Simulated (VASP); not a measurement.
# Sc3Al (Pm-3m) in VASP: further runs

The runs below take Sc3Al through single point, relaxation of cell and atoms, with PBEsol.

All numbers are computed with VASP 6.6.1; they aren't measurements. Logs are shortened: lines on timing, memory, paths and dates and some standing lists are left out, and cuts for length are marked.

## Step 1: The cell of the first run

It takes space group Pm-3m (No. 221, cubic). Conventional cell: a = 4.378 Å, b = 4.378 Å, c = 4.378 Å, α = 90.00°, β = 90.00°, γ = 90.00°. Sc (site symmetry 4/mmm) has 8 Sc at 3.10 Å and 4 Al at 3.10 Å within 4.1 Å. Within 4.1 Å of Al (site symmetry m-3m) lie 12 Sc at 3.10 Å.

## Step 2: Single point, PBEsol

INCAR reads:

```
SYSTEM = Sc3Al
PREC = Accurate
ENCUT = 520
EDIFF = 1E-6
ISMEAR = -1
SIGMA = 0.1
LREAL = .False.
LASPH = .True.
NELM = 60
ALGO = Normal
ISIF = 2
LWAVE = .False.
LCHARG = .False.
GGA = PS
NBANDS = 26
```

KPOINTS reads:

```
regular mesh
0
Gamma
  10 10 10
  0 0 0
```

POSCAR reads:

```
Sc3Al
1.0
    4.3778507718      0.0000000000      0.0000000000
    0.0000000000      4.3778507718      0.0000000000
    0.0000000000      0.0000000000      4.3778507718
Sc Al
3 1
Direct
    0.5000000000      0.0000000000      0.5000000000
    0.0000000000      0.5000000000      0.5000000000
    0.5000000000      0.5000000000      0.0000000000
    0.0000000000      0.0000000000      0.0000000000
```

Potentials or basis: VASP PAW PBE potentials, release 64 (Sc_sv, Al).

On the command line:

```
$ cat potpaw_PBE.64/Sc_sv/POTCAR potpaw_PBE.64/Al/POTCAR > POTCAR
$ mpirun -np 1 vasp_std > vasp.out
```

OUTCAR:

```text
SYSTEM = Sc3Al
   PREC = Accurate
   ENCUT = 520
   EDIFF = 1E-6
   ISMEAR = -1
   LREAL = .False.
   LASPH = .True.
   NELM = 60
   ISIF = 2
   GGA = PS

 ion  position               nearest neighbor table
   1  0.500  0.000  0.500-   2 3.10   3 3.10   4 3.10   3 3.10   4 3.10   2 3.10   3 3.10   3 3.10
                             2 3.10   4 3.10   4 3.10   2 3.10
   2  0.000  0.500  0.500-   1 3.10   3 3.10   4 3.10   3 3.10   4 3.10   1 3.10   4 3.10   4 3.10
                             1 3.10   3 3.10   3 3.10   1 3.10
   3  0.500  0.500  0.000-   1 3.10   2 3.10   4 3.10   1 3.10   2 3.10   1 3.10   4 3.10   1 3.10
                             2 3.10   4 3.10   2 3.10   4 3.10
   4  0.000  0.000  0.000-   1 3.10   2 3.10   3 3.10   1 3.10   2 3.10   2 3.10   3 3.10   2 3.10
                             1 3.10   3 3.10   1 3.10   3 3.10

  LATTYP: Found a simple cubic cell.
 ALAT       =     4.3778507718

  Lattice vectors:

 A1 = (   4.3778507718,   0.0000000000,   0.0000000000)
 A2 = (   0.0000000000,   4.3778507718,   0.0000000000)
 A3 = (   0.0000000000,   0.0000000000,   4.3778507718)

Analysis of symmetry for initial positions (statically):
=====================================================================
 Subroutine PRICEL returns:
 Original cell was already a primitive cell.

 Routine SETGRP: Setting up the symmetry group for a
 simple cubic supercell.

 Subroutine GETGRP returns: Found 48 space group operations
 (whereof 48 operations were pure point group operations)
 out of a pool of 48 trial point group operations.

The static configuration has the point symmetry O_h .

Analysis of symmetry for dynamics (positions and initial velocities):
=====================================================================
 Subroutine PRICEL returns:
 Original cell was already a primitive cell.

 Routine SETGRP: Setting up the symmetry group for a
 simple cubic supercell.

 Subroutine GETGRP returns: Found 48 space group operations
 (whereof 48 operations were pure point group operations)
 out of a pool of 48 trial point group operations.

The dynamic configuration has the point symmetry O_h .

 Subroutine INISYM returns: Found 48 space group operations
 (whereof 48 operations are pure point group operations),
 and found     1 'primitive' translations

[... 97 lines left out ...]
   NELM   =     60;   NELMIN=  2; NELMDL= -5     # of ELM steps
   EDIFF  = 0.1E-05   stopping-criterion for ELM
   LREAL  =      F    real-space projection
   EDIFFG = 0.1E-04   stopping-criterion for IOM
   NSW    =      0    number of steps for IOM
   IBRION =     -1    ionic relax: 0-MD 1-quasi-New 2-CG
   NFREE  =      0    steps in history (QN), initial steepest desc. (CG)
   ISIF   =      2    stress and relaxation
   ISYM   =      2    0-nonsym 1-usesym 2-fastsym
   POTIM  = 0.5000    time-step for ionic-motion
   TEBEG  =    0.0;   TEEND  =   0.0 temperature during run
   PSTRESS=    0.0 pullay stress
   NELECT =      36.0000    total number of electrons
   NUPDOWN=      -1.0000    fix difference up-down
   EMIN   =  10.00;   EMAX   =-10.00  energy-range for DOS
   EFERMI =   0.00;   METHOD = LEGACY
   ISMEAR =    -1;   SIGMA  =   0.10  broadening in eV -4-tet -1-fermi 0-gaus
   EFERMI_NEDOS =   21; number of points for ismear=-14 and -15
   IALGO  =     38    algorithm
   IMIX   =      4    mixing-type and parameters
     AMIX     =   0.40;   BMIX     =  1.00
     AMIX_MAG =   1.60;   BMIX_MAG =  1.00
  volume/ion in A,a.u.               =      20.98       141.55
  Fermi-wavevector in a.u.,A,eV,Ry     =   1.234757  2.333352 20.743769  1.524624
  Thomas-Fermi vector in A             =   2.369434
   LORBIT       =      0    0 simple, 1 ext, 2 COOP (PROOUT), +10 PAW based schemes
   GGA     = PS    functional components
   LHFCALC =     F    Hartree Fock is set to
   AEXX    =    0.0000 exact exchange contribution
   IVDW    =     0    specifies the selected vdW correction
   LEPSILON=     F    determine dielectric tensor
   LRPA    =     F    only Hartree local field effects (RPA)
 non-spin polarized calculation
  energy-cutoff  :      520.00
  volume of cell :       83.90
 maximum number of plane-waves:      2301
 NGX is ok and might be reduce to    36
   NGX = 17   NGY = 17   NGZ = 17

 number of electron      35.9999993 magnetization

 Free energy of the ion-electron system (eV)
  ---------------------------------------------------
  ext. energy  EPLUGINS =         0.00000000
  ---------------------------------------------------
  free energy    TOTEN  =       -25.02942890 eV

  energy without entropy =      -24.85700916  energy(sigma->0) =      -24.94321903

 E-fermi :   4.8262     XC(G=0): -10.3513

 val. band max:        4.8192126454   @ k =   0.2000   0.2000   0.0000
 cond. band min:       4.8293536244   @ k =   0.4000   0.3000   0.1000
 fundamental gap:      0.0101409790
 Fermi energy:         4.8261900166

 k-point     1 :       0.0000    0.0000    0.0000
  band No.  band energies     occupation
      1     -44.2767      2.00000
      2     -44.1597      2.00000
      3     -44.1597      2.00000
      4     -23.1980      2.00000
      5     -23.1980      2.00000
      6     -23.1980      2.00000
[... 685 lines left out ...]
     25       7.5260      0.00000
     26       7.8863      0.00000

 [... further k-points ...]

------------------------ aborting loop because EDIFF is reached ----------------------------------------

  FORCE on cell =-STRESS in cart. coord.  units (eV):
  Direction    XX          YY          ZZ          XY          YZ          ZX
  --------------------------------------------------------------------------------------
  -------------------------------------------------------------------------------------
  Total        0.0398131      0.0398131      0.0398131     -0.0000000      0.0000000     -0.0000000
  in kB        0.7602446      0.7602446      0.7602446     -0.0000000      0.0000000     -0.0000000
  external PRESSURE =       0.7602446 kB  Pullay stress =       0.0000000 kB

 VOLUME and BASIS-vectors are now :
 -----------------------------------------------------------------------------
  energy-cutoff  :      520.00
  volume of cell :       83.90
      direct lattice vectors                 reciprocal lattice vectors
     4.377850772  0.000000000  0.000000000     0.228422587  0.000000000  0.000000000
     0.000000000  4.377850772  0.000000000     0.000000000  0.228422587  0.000000000
     0.000000000  0.000000000  4.377850772     0.000000000  0.000000000  0.228422587

 POSITION                                       TOTAL-FORCE (eV/Angst)
 -----------------------------------------------------------------------------------
      2.18893      0.00000      2.18893         0.000000      0.000000      0.000000
      0.00000      2.18893      2.18893         0.000000      0.000000      0.000000
      2.18893      2.18893      0.00000         0.000000      0.000000      0.000000
      0.00000      0.00000      0.00000         0.000000      0.000000      0.000000
 -----------------------------------------------------------------------------------
    total drift:                                0.000000      0.000000      0.000000

  FREE ENERGIE OF THE ION-ELECTRON SYSTEM (eV)
  ---------------------------------------------------
  free  energy   TOTEN  =       -25.0294289002 eV

  energy  without entropy=      -24.8570091636  energy(sigma->0) =      -24.94321903
```

Run time: 3.2 min. Hardware: 1 thread of AMD EPYC 7R13, shared host; peak memory 0.23 GiB.

What came out:

* Free energy: -25.0294 eV
* Pressure: 0.1 GPa
* Band gap on the k mesh: zero (bands 18 and 19 overlap by 1.34 eV)

Levels at points of the mesh, in eV from the Fermi level:
```
           k point  band 15  band 16  band 17  band 18  band 19  band 20  band 21  band 22
(0.00, 0.00, 0.00)    -1.05    -1.05    -0.43    -0.43    -0.43     0.71     0.71     0.71
(0.50, 0.00, 0.00)    -1.34    -0.80    -0.80     0.10     0.19     0.92     0.92     1.63
(0.50, 0.50, 0.00)    -2.80    -1.46    -0.95     0.25     0.50     0.50     1.16     1.16
(0.50, 0.50, 0.50)    -1.49    -1.49    -1.09    -1.09    -1.09     0.55     1.47     1.47
```

Caveat: the PAW data sets were made with another functional, which shifts forces and pressure a little.

## Step 3: Relaxation of cell and atoms, PBEsol

This run uses another cell than the first one, of 21.76 Å³/atom.

INCAR reads:

```
SYSTEM = Sc3Al
PREC     = Accurate       ! precision mode
ENCUT    = 600            ! plane-wave cutoff, eV
EDIFF    = 1E-6           ! SCF threshold, eV
ISMEAR   = -1             ! smearing method
SIGMA    = 0.1            ! smearing width, eV
LREAL    = .FALSE.        ! projectors in reciprocal space
LASPH    = .TRUE.         ! aspherical terms in the spheres
NELM     = 60             ! most SCF steps
ALGO     = Normal         ! electronic algorithm
ISIF     = 3              ! what is computed and relaxed
LWAVE    = .FALSE.        ! write WAVECAR
LCHARG   = .FALSE.        ! write CHGCAR
GGA      = PS             ! functional
IBRION   = 2              ! ionic algorithm
NSW      = 80             ! ionic steps
EDIFFG   = -0.02          ! ionic threshold
```

KPOINTS reads:

```
regular mesh
0
G
  10 10 10
  0 0 0
```

POSCAR reads:

```
Sc3Al
1.0
    4.4319900000      0.0000000000      0.0000000000
    0.0000000000      4.4319900000      0.0000000000
    0.0000000000      0.0000000000      4.4319900000
Sc Al
3 1
Direct
    0.5000000000      0.0000000000      0.5000000000
    0.0000000000      0.5000000000      0.5000000000
    0.5000000000      0.5000000000      0.0000000000
    0.0000000000      0.0000000000      0.0000000000
```

Potentials or basis: VASP PAW PBE potentials, release 64 (Sc_sv, Al).

On the command line:

```
$ cat potpaw_PBE.64/Sc_sv/POTCAR potpaw_PBE.64/Al/POTCAR > POTCAR
$ mpirun -np 1 vasp_std > vasp.out
```

It took 6.5 min on 1 thread of AMD EPYC 7R13, shared host; peak memory 0.26 GiB.

It converged, with:

```yaml
Free_energy: -25.0313 eV
Relaxed_volume: 21.02 Å³/atom
Relaxed_cell: a = 4.381 Å, b = 4.381 Å, c = 4.381 Å, α = 90.00°, β = 90.00°, γ = 90.00°
Space_group_after_relaxing_to_0.1_Å: Pm-3m (No. 221)
Energy_gained_by_relaxing: 5.3 meV/atom
Ionic_steps: 3
Pressure_after_relaxing: 0.0 GPa
Band_gap_on_the_k_mesh: zero (bands 18 and 19 overlap by 1.34 eV)
```

Step by step:
| step | energy change (eV) | largest force (eV/Å) | pressure (GPa) | volume (Å³) |
| --- | --- | --- | --- | --- |
| 1 | 0.0000 | 0.0000 | -2.20 | 87.06 |
| 2 | -0.0199 | 0.0000 | 0.61 | 83.35 |
| 3 | -0.0212 | 0.0000 | 0.01 | 84.06 |

Final structure:
```xyz
4
Lattice="4.3806 0.0000 0.0000 0.0000 4.3806 0.0000 0.0000 0.0000 4.3806" Properties=species:S:1:pos:R:3 pbc="T T T"
Sc    2.1903    0.0000    2.1903
Sc    0.0000    2.1903    2.1903
Sc    2.1903    2.1903    0.0000
Al    0.0000    0.0000    0.0000
```

Levels at points of the mesh, in eV from the Fermi level:
```csv
k point,band 16,band 17,band 18,band 19,band 20,band 21
"(0.00, 0.00, 0.00)",-1.05,-0.43,-0.43,-0.43,0.71,0.71
"(0.50, 0.00, 0.00)",-0.80,-0.80,0.10,0.19,0.92,0.92
"(0.50, 0.50, 0.00)",-1.46,-0.95,0.25,0.50,0.50,1.15
"(0.50, 0.50, 0.50)",-1.49,-1.09,-1.09,-1.09,0.54,1.47
```

Caveat: the PAW data sets were made with another functional, which shifts forces and pressure a little.
